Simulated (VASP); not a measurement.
# TiCo: single point with LDA

TiCo:

```
CELL_PARAMETERS angstrom
2.98611 0.00000 0.00000
0.00000 2.98611 0.00000
0.00000 0.00000 2.98611
ATOMIC_POSITIONS crystal
Co 0.50552 0.50227 0.49660
Ti 0.00479 0.99145 0.99640
```

| Quantity | Value |
| --- | --- |
| Program | VASP 6.6.1 |
| Task | single point |
| Functional | LDA |
| Potentials or basis | VASP PAW LDA potentials, release 64 (Co, Ti_sv) |
| Cutoff | 520 eV |
| k mesh | 7 × 7 × 7 |
| Occupations | gaussian, width 0.05 eV |
| Spin | collinear spin, ferromagnetic start |
| Starting moments | [2.0, 1.0] μB |

- Pressure: -14.4 GPa
- Largest force: 0.119 eV/Å
- Net moment: 0.61 μB per cell
- Site moments: Co +0.62; Ti -0.00 μB
- Valence electrons inside the program's atomic spheres: Co 8.32; Ti 10.30

Forces in eV/Å, atoms in the order of the input:
```
Co  -0.008 -0.119 -0.002
Ti   0.008  0.119  0.002
```

Levels at points of the mesh, in eV from the Fermi level:
Spin up:
```csv
k point,band 8,band 9,band 10,band 11,band 12,band 13,band 14,band 15
"(0.00, 0.00, 0.00)",-1.66,-1.66,-1.66,0.60,0.61,2.69,2.69,2.69
```
Spin down:
| k point | band 8 | band 9 | band 10 | band 11 | band 12 | band 13 |
| --- | --- | --- | --- | --- | --- | --- |
| (0.00, 0.00, 0.00) | -1.27 | -1.27 | -1.27 | 0.90 | 0.91 | 2.77 |

It took 89 s on 1 thread of AMD EPYC 9R45 (Zen 5), on a shared host, peak memory 0.22 GiB.

Caveat: the cell stands under tension.
